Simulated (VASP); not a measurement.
Wanted: the native input for a VASP 6.6.1 run.

* Task: single point
* Functional: PBE
* Dispersion: D4
* Potentials or basis: VASP PAW PBE potentials, release 64 (Hf_pv, O)
* Cutoff: 520 eV
* k mesh: 7 × 7 × 7
* Occupations: fermi-dirac, width 0.1 eV
* Spin: collinear spin, zero start
* Starting moments: [0.0, 0.0, 0.0] μB
* Hubbard terms: Hf d U = 3.5 eV
* Dipole correction: no
* Further INCAR settings: ALGO = Normal; EDIFF = 1e-06; NBANDS = 22

The structure of HfO2 lies in POSCAR:

```
HfO2
1.0
    0.0449250000      2.5608900000      2.5949780000
    2.5960040000      0.0499640000      2.5899380000
    2.5953180000      2.5551650000      0.0506490000
Hf O
1 2
Direct
    0.0000000000      0.0000000000      0.0000000000
    0.7506683498      0.7513434950      0.7513614309
    0.2493316502      0.2486565050      0.2486385691
```

This cell differs from its parent crystal: the cell strained at random.

One way to write it, as run:

INCAR

```
SYSTEM = HfO2
PREC     = Accurate       ! precision mode
ENCUT    = 520            ! plane-wave cutoff, eV
EDIFF    = 1E-6           ! SCF threshold, eV
ISMEAR   = -1             ! smearing method
SIGMA    = 0.1            ! smearing width, eV
LREAL    = .FALSE.        ! projectors in reciprocal space
LASPH    = .TRUE.         ! aspherical terms in the spheres
NELM     = 150            ! most SCF steps
ALGO     = Normal         ! electronic algorithm
ISIF     = 2              ! what is computed and relaxed
LWAVE    = .FALSE.        ! write WAVECAR
LCHARG   = .TRUE.         ! write CHGCAR
ISPIN    = 2              ! spin polarisation
MAGMOM   = 0 0 0          ! initial moments
LORBIT   = 11             ! projections on sites
LMAXMIX  = 4              ! l up to which the mixer works
LDAU     = .TRUE.         ! DFT+U
LDAUTYPE = 2            
LDAUL    = 2 -1           ! shell
LDAUU    = 3.5 0          ! U, eV
LDAUJ    = 0 0          
LDAUPRINT= 1            
GGA      = PE             ! functional
IVDW     = 13             ! dispersion correction
LELF     = .TRUE.         ! ELF
LVHAR    = .TRUE.       
NBANDS   = 22             ! bands
```

KPOINTS

```
Automatic mesh
0
G
  7 7 7
  0 0 0
```

Potentials or basis: VASP PAW PBE potentials, release 64 (Hf_pv, O).

Run with:

```sh
$ cat potpaw_PBE.64/Hf_pv/POTCAR potpaw_PBE.64/O/POTCAR > POTCAR
$ mpirun -np 1 vasp_std > vasp.out
```

It gave:

| Property | Result |
| --- | --- |
| Pressure | 0.2 GPa |
| Largest force | 0.016 eV/Å |
| Band gap on the k mesh | 4.24 eV, indirect (least direct gap 4.40 eV) |
| Net moment | 0.00 μB per cell |
| Valence electrons inside the program's atomic spheres | Hf 8.06; O 5.12 |
| Dispersion energy per atom | -0.189 eV |

Caveat: the cell differs from its parent crystal (the cell strained at random); spin-orbit coupling is left out, which moves the levels of the heavy elements.

Wall time 9.6 min on 1 thread of Intel Xeon 8259CL (shared host), peak memory 0.31 GiB.
